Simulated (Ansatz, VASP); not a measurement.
## One calculation of ZnS, two programs

```
Zn S
1.0
     3.78138    0.00000    0.00000
    -1.89069    3.27477    0.00000
     0.00000    0.00000    6.20725
Zn S
2 2
Direct
  0.00000 0.00000 0.00043
  0.33333 0.66667 0.50043
  0.00000 0.00000 0.37457
  0.33333 0.66667 0.87457
```

Alike in both runs: functional PBEsol; k mesh 12 × 12 × 6; occupations gaussian, width 0.02 eV; no spin polarisation.

Ansatz relaxed the structure, and its values are those at the end. VASP's run is a single point on that final structure, the one shown.

```csv
,VASP,Ansatz
version,VASP 6.6.1,Ansatz 0.2.0
potentials or method,"VASP PAW PBE potentials, release 64 (Zn, S), cutoff 520 eV","scalar-relativistic, plane waves, PAW"
valence electrons in the cell,36,36
```

VASP gave:

- gap on the k mesh at the Fermi level (eV): 2.16
- least direct gap on the mesh (eV): 2.16
- pressure (GPa): 0.3

Question: What did Ansatz give for the same quantities?

Answer: gap on the k mesh at the Fermi level (eV): 2.16; least direct gap on the mesh (eV): 2.16; pressure (GPa): 0.0.

VASP's potentials were made for PBE, not for PBEsol.
